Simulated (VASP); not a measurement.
# Au (Pm-3m) in VASP: further runs

Runs on Au. Level: BLYP. Tasks: relaxation of cell and atoms, single point.

Program: VASP 6.6.1. These are calculated values, not measurements. Logs are shortened: lines on timing, memory, paths and dates and some standing lists are left out, and cuts for length are marked.

## (1) The cell of the first run

The structure is cubic, space group Pm-3m (No. 221). The conventional cell has a = 2.636 Å, b = 2.636 Å, c = 2.636 Å, α = 90.00°, β = 90.00°, γ = 90.00°. Au (site symmetry m-3m) has 6 Au at 2.64 Å within 3.5 Å.

## (2) Relaxation of cell and atoms, BLYP

Input file INCAR:

```
PREC = Accurate
ENCUT = 600
EDIFF = 1E-6
ISMEAR = -1
SIGMA = 0.1
LREAL = False
LASPH = True
NELM = 80
ALGO = Normal
ISIF = 3
LWAVE = False
LCHARG = False
GGA = B5
ALDAX = 1.0
AGGAX = 1.0
AGGAC = 1.0
ALDAC = 0.0
IBRION = 2
NSW = 80
EDIFFG = -0.01
```

Input file KPOINTS:

```
Automatic mesh
0
Gamma
  12 12 12
```

Input file POSCAR:

```
Au
1.0
    2.6358905191      0.0000000000      0.0000000000
    0.0000000000      2.6358905191      0.0000000000
    0.0000000000      0.0000000000      2.6358905191
Au
1
Direct
    0.0000000000      0.0000000000      0.0000000000
```

Potentials or basis: VASP PAW PBE potentials, release 64 (Au).

Command:

```bash
$ cat potpaw_PBE.64/Au/POTCAR > POTCAR
$ mpirun -np 1 vasp_std > vasp.out
```

OUTCAR:

```text
PREC = Accurate
   ENCUT = 600
   EDIFF = 1E-6
   ISMEAR = -1
   LREAL = False
   LASPH = True
   NELM = 80
   ISIF = 3
   GGA = B5
   IBRION = 2
   NSW = 80
   EDIFFG = -0.01

 ion  position               nearest neighbor table
   1  0.000  0.000  0.000-

  LATTYP: Found a simple cubic cell.
 ALAT       =     2.6358905191

  Lattice vectors:

 A1 = (   2.6358905191,   0.0000000000,   0.0000000000)
 A2 = (   0.0000000000,   2.6358905191,   0.0000000000)
 A3 = (   0.0000000000,   0.0000000000,   2.6358905191)

Analysis of symmetry for initial positions (statically):
=====================================================================
 Subroutine PRICEL returns:
 Original cell was already a primitive cell.

 Routine SETGRP: Setting up the symmetry group for a
 simple cubic supercell.

 Subroutine GETGRP returns: Found 48 space group operations
 (whereof 48 operations were pure point group operations)
 out of a pool of 48 trial point group operations.

The static configuration has the point symmetry O_h .

Analysis of symmetry for dynamics (positions and initial velocities):
=====================================================================
 Subroutine PRICEL returns:
 Original cell was already a primitive cell.

 Routine SETGRP: Setting up the symmetry group for a
 simple cubic supercell.

 Subroutine GETGRP returns: Found 48 space group operations
 (whereof 48 operations were pure point group operations)
 out of a pool of 48 trial point group operations.

The dynamic configuration has the point symmetry O_h .

 Subroutine INISYM returns: Found 48 space group operations
 (whereof 48 operations are pure point group operations),
 and found     1 'primitive' translations

----------------------------------------------------------------------------------------

                                     Primitive cell

  volume of cell :      18.3140

  direct lattice vectors                    reciprocal lattice vectors
     2.635890519  0.000000000  0.000000000     0.379378427  0.000000000  0.000000000
     0.000000000  2.635890519  0.000000000     0.000000000  0.379378427  0.000000000
     0.000000000  0.000000000  2.635890519     0.000000000  0.000000000  0.379378427

  length of vectors
     2.635890519  2.635890519  2.635890519     0.379378427  0.379378427  0.379378427

  position of ions in fractional coordinates (direct lattice)
     0.000000000  0.000000000  0.000000000

  ion indices of the primitive-cell ions
   primitive index   ion index
                 1           1

----------------------------------------------------------------------------------------

 KPOINTS: Automatic mesh

Automatic generation of k-mesh.
 Grid dimensions read from file:
 generate k-points for:   12   12   12

 Generating k-lattice:

  Cartesian coordinates                     Fractional coordinates (reciprocal lattice)
     0.031614869  0.000000000  0.000000000     0.083333333  0.000000000  0.000000000
     0.000000000  0.031614869  0.000000000     0.000000000  0.083333333  0.000000000
     0.000000000  0.000000000  0.031614869     0.000000000  0.000000000  0.083333333

  Length of vectors
     0.031614869  0.031614869  0.031614869

  Shift w.r.t. Gamma in fractional coordinates (k-lattice)
     0.000000000  0.000000000  0.000000000

 Subroutine IBZKPT returns following result:
 ===========================================

 Found     84 irreducible k-points:

 Following reciprocal coordinates:
            Coordinates               Weight
  0.000000  0.000000  0.000000      1.000000
  0.083333  0.000000  0.000000      6.000000
  0.166667  0.000000  0.000000      6.000000
  0.250000  0.000000  0.000000      6.000000
  0.333333  0.000000  0.000000      6.000000
  0.416667  0.000000  0.000000      6.000000
[... 16 lines left out ...]
  0.333333  0.333333  0.000000     12.000000
  0.416667  0.333333  0.000000     24.000000
 [... further k-points ...]
   k-points           NKPTS =     84   k-points in BZ     NKDIM =     84   number of bands    NBANDS=      9
   number of dos      NEDOS =    301   number of ions     NIONS =      1
   total plane-waves  NPLWV =  13824
   dimension x,y,z NGX =    24 NGY =   24 NGZ =   24
   dimension x,y,z NGXF=    48 NGYF=   48 NGZF=   48
   ions per type =               1
   NGX,Y,Z   is equivalent  to a cutoff of  15.14, 15.14, 15.14 a.u.
   NGXF,Y,Z  is equivalent  to a cutoff of  30.27, 30.27, 30.27 a.u.
 SYSTEM =  unknown system
   PREC   = accura    normal or accurate (medium, high low for compatibility)
   ISTART =      0    job   : 0-new  1-cont  2-samecut
   ICHARG =      2    charge: 1-file 2-atom 10-const
   ISPIN  =      1    spin polarized calculation?
   LNONCOLLINEAR =      F non collinear calculations
   LSORBIT =      F    spin-orbit coupling
   LASPH  =      T    aspherical Exc in radial PAW
   ENCUT  =  600.0 eV  44.10 Ry    6.64 a.u.   5.26  5.26  5.26*2*pi/ulx,y,z
   NELM   =     80;   NELMIN=  2; NELMDL= -5     # of ELM steps
   EDIFF  = 0.1E-05   stopping-criterion for ELM
   LREAL  =      F    real-space projection
   EDIFFG = -.1E-01   stopping-criterion for IOM
   NSW    =     80    number of steps for IOM
   IBRION =      2    ionic relax: 0-MD 1-quasi-New 2-CG
   NFREE  =      1    steps in history (QN), initial steepest desc. (CG)
   ISIF   =      3    stress and relaxation
   ISYM   =      2    0-nonsym 1-usesym 2-fastsym
   POTIM  = 0.5000    time-step for ionic-motion
   TEBEG  =    0.0;   TEEND  =   0.0 temperature during run
   PSTRESS=    0.0 pullay stress
   NELECT =      11.0000    total number of electrons
   NUPDOWN=      -1.0000    fix difference up-down
   EMIN   =  10.00;   EMAX   =-10.00  energy-range for DOS
   EFERMI =   0.00;   METHOD = LEGACY
   ISMEAR =    -1;   SIGMA  =   0.10  broadening in eV -4-tet -1-fermi 0-gaus
   EFERMI_NEDOS =   21; number of points for ismear=-14 and -15
   IALGO  =     38    algorithm
   IMIX   =      4    mixing-type and parameters
     AMIX     =   0.40;   BMIX     =  1.00
     AMIX_MAG =   1.60;   BMIX_MAG =  1.00
  volume/ion in A,a.u.               =      18.31       123.59
  Fermi-wavevector in a.u.,A,eV,Ry     =   1.381269  2.610220 25.958622  1.907905
  Thomas-Fermi vector in A             =   2.506069
   LORBIT       =      0    0 simple, 1 ext, 2 COOP (PROOUT), +10 PAW based schemes
   GGA     = B5    functional components
   LHFCALC =     F    Hartree Fock is set to
   AEXX    =    0.0000 exact exchange contribution
   IVDW    =     0    specifies the selected vdW correction
   LEPSILON=     F    determine dielectric tensor
   LRPA    =     F    only Hartree local field effects (RPA)
 conjugate gradient relaxation of ions
 non-spin polarized calculation
  energy-cutoff  :      600.00
  volume of cell :       18.31
 maximum number of plane-waves:       627
 NGX is ok and might be reduce to    24
   NGX = 11   NGY = 11   NGZ = 11

--------------------------------------- Ionic step        1  -------------------------------------------

 number of electron      11.0000001 magnetization

 Free energy of the ion-electron system (eV)
  ---------------------------------------------------
  ext. energy  EPLUGINS =         0.00000000
  ---------------------------------------------------
  free energy    TOTEN  =        -2.13088519 eV

  energy without entropy =       -2.11899046  energy(sigma->0) =       -2.12493783

------------------------ aborting loop because EDIFF is reached ----------------------------------------

  FORCE on cell =-STRESS in cart. coord.  units (eV):
  Direction    XX          YY          ZZ          XY          YZ          ZX
  --------------------------------------------------------------------------------------
  -------------------------------------------------------------------------------------
  Total        3.3822291      3.3822291      3.3822291      0.0000000      0.0000000     -0.0000000
  in kB      295.8908248    295.8908248    295.8908248      0.0000000      0.0000000     -0.0000000
  external PRESSURE =     295.8908248 kB  Pullay stress =       0.0000000 kB
[... 20 lines left out ...]
  energy  without entropy=       -2.1189904621  energy(sigma->0) =       -2.12493783

--------------------------------------- Ionic step        2  -------------------------------------------

 number of electron      10.9999997 magnetization

 E-fermi :   3.1581     XC(G=0):  -9.1161

 val. band max:        3.1422192682   @ k =   0.4167   0.2500   0.0000
 cond. band min:       3.2332800542   @ k =   0.4167   0.2500   0.0833
 fundamental gap:      0.0910607860
 Fermi energy:         3.1580525335

 k-point     1 :       0.0000    0.0000    0.0000
  band No.  band energies     occupation
      1      -2.2753      2.00000
      2      -0.7341      2.00000
      3      -0.7341      2.00000
      4       1.6471      2.00000
      5       1.6471      2.00000
      6       1.6471      2.00000
      7      15.0941      0.00000
      8      15.0941      0.00000
      9      15.0941      0.00000
[... 339 lines left out ...]
  FREE ENERGIE OF THE ION-ELECTRON SYSTEM (eV)
  ---------------------------------------------------
  free  energy   TOTEN  =        -2.4356212613 eV

  energy  without entropy=       -2.4253886037  energy(sigma->0) =       -2.43050493

[... ionic steps 4 to 16 ...]

--------------------------------------- Ionic step       17  -------------------------------------------

 number of electron      11.0000000 magnetization

------------------------ aborting loop because EDIFF is reached ----------------------------------------

  FORCE on cell =-STRESS in cart. coord.  units (eV):
  Direction    XX          YY          ZZ          XY          YZ          ZX
  --------------------------------------------------------------------------------------
  -------------------------------------------------------------------------------------
  Total        0.0127749      0.0127749      0.0127749      0.0000000      0.0000000      0.0000000
  in kB        0.9130567      0.9130567      0.9130567      0.0000000      0.0000000      0.0000000
  external PRESSURE =       0.9130567 kB  Pullay stress =       0.0000000 kB
[... 55 lines left out ...]
  energy  without entropy=       -2.4257951193  energy(sigma->0) =       -2.43089927

--------------------------------------- Ionic step       19  -------------------------------------------

 number of electron      11.0000000 magnetization

 Free energy of the ion-electron system (eV)
  ---------------------------------------------------
  ext. energy  EPLUGINS =         0.00000000
  ---------------------------------------------------
  free energy    TOTEN  =        -2.43600460 eV

  energy without entropy =       -2.42579574  energy(sigma->0) =       -2.43090017

 E-fermi :   5.8844     XC(G=0): -10.3898

 val. band max:        5.8359158081   @ k =   0.4167   0.2500   0.0000
 cond. band min:       5.8971376192   @ k =   0.5000   0.0000   0.0000
 fundamental gap:      0.0612218112
 Fermi energy:         5.8843518511

 k-point     1 :       0.0000    0.0000    0.0000
  band No.  band energies     occupation
      1      -1.2652      2.00000
      2       0.6793      2.00000
      3       0.6793      2.00000
      4       4.3472      2.00000
      5       4.3472      2.00000
      6       4.3472      2.00000
      7      19.2132      0.00000
      8      19.2132      0.00000
      9      19.2132      0.00000
[... 304 lines left out ...]
  FREE ENERGIE OF THE ION-ELECTRON SYSTEM (eV)
  ---------------------------------------------------
  free  energy   TOTEN  =        -2.4360046002 eV

  energy  without entropy=       -2.4257957372  energy(sigma->0) =       -2.43090017

 reached required accuracy - stopping structural energy minimisation
```

It took 1.8 min on 1 thread of Intel Xeon 6975P-C, shared host; peak memory 0.16 GiB.

Results:

| Quantity | Value |
| --- | --- |
| Free energy | -2.4360 eV |
| Relaxed volume | 22.42 Å³/atom |
| Relaxed cell | a = 2.820 Å, b = 2.820 Å, c = 2.820 Å, α = 90.00°, β = 90.00°, γ = 90.00° |
| Space group after relaxing (to 0.05 Å) | Pm-3m (No. 221) |
| Energy gained by relaxing | 305.1 meV/atom |
| Ionic steps | 19 |
| Pressure after relaxing | 0.1 GPa |

Step by step:
```tsv
step	energy change (eV)	largest force (eV/Å)	pressure (GPa)	volume (Å³)
1	0.0000	0.0000	29.59	18.31
2	-0.0464	0.0000	-9.45	28.82
3	-0.3047	0.0000	-0.65	22.63
4	-0.3051	0.0000	-0.24	22.50
5	-0.3051	0.0000	0.08	22.41
6	-0.3051	0.0000	0.09	22.42
7	-0.3051	0.0000	0.09	22.42
8	-0.3051	0.0000	0.09	22.42
9	-0.3051	0.0000	0.09	22.42
10	-0.3051	0.0000	0.09	22.42
11	-0.3051	0.0000	0.09	22.42
12	-0.3051	0.0000	0.09	22.42
13	-0.3051	0.0000	0.09	22.42
14	-0.3051	0.0000	0.09	22.42
15	-0.3051	0.0000	0.09	22.42
16	-0.3051	0.0000	0.09	22.42
17	-0.3051	0.0000	0.09	22.42
18	-0.3051	0.0000	0.09	22.42
19	-0.3051	0.0000	0.07	22.42
```

Final structure:
```xyz
1
Lattice="2.8198 0.0000 0.0000 0.0000 2.8198 0.0000 0.0000 0.0000 2.8198" Properties=species:S:1:pos:R:3 pbc="T T T"
Au    0.0000    0.0000    0.0000
```

Caveat: the volume moved by over 15 % at a fixed basis, so the end points are rough; the PAW data sets were made with another functional, which shifts forces and pressure a little; spin-orbit coupling is left out, which moves the levels of the heavy elements.

(Continued in part 2 of 2.)
